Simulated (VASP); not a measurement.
Wanted: the native input for a VASP 6.6.1 run.

- Task: single point
- Functional: RPBE
- Dispersion: D3(BJ)
- Potentials or basis: VASP PAW PBE potentials, release 64 (Ga_d, S)
- Cutoff: 520 eV
- k mesh: 8 × 8 × 8
- Occupations: gaussian, width 0.1 eV
- Spin: no spin polarisation
- Dipole correction: no
- Further INCAR settings: ALGO = Normal; EDIFF = 1e-07; NBANDS = 37

The structure of Ga4S lies in POSCAR:

```
Ga4S
1.0
    4.8909135759      0.0000000000      0.0000000000
    0.0000000000      4.8909135759      0.0000000000
    0.0000000000      0.0000000000      4.8909135759
Ga S
4 1
Direct
    0.0000000000      0.0000000000      0.0000000000
    0.5000000000      0.5000000000      0.0000000000
    0.5000000000      0.0000000000      0.5000000000
    0.0000000000      0.5000000000      0.5000000000
    0.5000000000      0.5000000000      0.5000000000
```

These files were run (other wordings do the same):

INCAR

```
PREC = Accurate
ENCUT = 520
EDIFF = 1E-7
ISMEAR = 0
SIGMA = 0.1
LREAL = F
LASPH = T
NELM = 60
ALGO = Normal
ISIF = 2
LWAVE = F
LCHARG = F
GGA = RP
IVDW = 12
NBANDS = 37
```

KPOINTS

```
Automatic mesh
0
Gamma
  8 8 8
```

Potentials or basis: VASP PAW PBE potentials, release 64 (Ga_d, S).

Run with:

```bash
$ cat potpaw_PBE.64/Ga_d/POTCAR potpaw_PBE.64/S/POTCAR > POTCAR
$ mpirun -np 1 vasp_std > vasp.out
```

Results of the run:

| Item | Value |
| --- | --- |
| Pressure | -3.5 GPa |
| Band gap on the k mesh | zero (band 29 reaches 4.99 eV, above the bottom of band 30 at 3.11 eV) |
| Dispersion energy per atom | -1.367 eV |

Caveat: three body term missing; the PAW data sets were made with another functional, which shifts forces and pressure a little; pairwise dispersion overbinds metals, which lowers pressure and volume.

Wall time 45 s on 1 thread of Intel(R) Xeon(R) 6975P-C (Granite Rapids) (shared host), peak memory 0.28 GiB.
